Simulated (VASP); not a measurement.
Input of a VASP 6.6.1 run:

File INCAR:

```
ALGO = Normal ; DIPOL = 0.5 0.5 0.231
EDIFF = 1E-6 ; ENCUT = 520
GGA = PE ; GGA_COMPAT = False
IDIPOL = 3 ; ISIF = 2
ISMEAR = 0 ; IVDW = 12
LASPH = True ; LCHARG = False
LDIPOL = True ; LREAL = False
LWAVE = False ; NBANDS = 28
NELM = 120 ; NELMDL = -8
PREC = Accurate ; SIGMA = 0.1
```

KPOINTS

```
k-points
0
Gamma
  6 6 1
```

The input POSCAR:

```
HC4
1.0
    4.9313048818      0.0000000000      0.0000000000
   -2.4656524409      4.2706353015      0.0000000000
    0.0000000000      0.0000000000     18.0000331943
C H
8 2
Direct
    0.3333333333      0.1666666667      0.2222236565
    0.3333333333      0.6666666667      0.2222236565
    0.8333333333      0.1666666667      0.2222236565
    0.8333333333      0.6666666667      0.2222236565
    0.1666666667      0.3333333333      0.2222218124
    0.1666666667      0.8333333333      0.2222218124
    0.6666666667      0.3333333333      0.2222218124
    0.6666666667      0.8333333333      0.2222218124
    0.6417608348      0.3582391652      0.2650013554
    0.8582391652      0.1417608348      0.2650013554
```

Potentials or basis: VASP PAW PBE potentials, release 64 (C, H).

Launch:

```console
$ cat potpaw_PBE.64/C/POTCAR potpaw_PBE.64/H/POTCAR > POTCAR
$ mpirun -np 1 vasp_std > vasp.out
```

**Question.** Estimate the dispersion energy per atom.

**Answer.** -0.076 eV.

**Question.** Predict the largest force.

**Answer.** 25.435 eV/Å.

**Question.** Predict the band gap on the k mesh.

**Answer.** 0.29 eV (least direct gap 0.96 eV).

Forces in eV/Å, atoms in the order of the input:
```
C    -4.314  -1.273  -2.411
C    -0.030   0.017  -0.049
C    -3.326   1.920 -20.128
C    -1.054   4.372  -2.411
C     4.314   1.273  -2.411
C     0.030  -0.017  -0.049
C     3.326  -1.920 -20.128
C     1.054  -4.372  -2.411
H    -4.061   2.345  24.999
H     4.061  -2.345  24.999
```
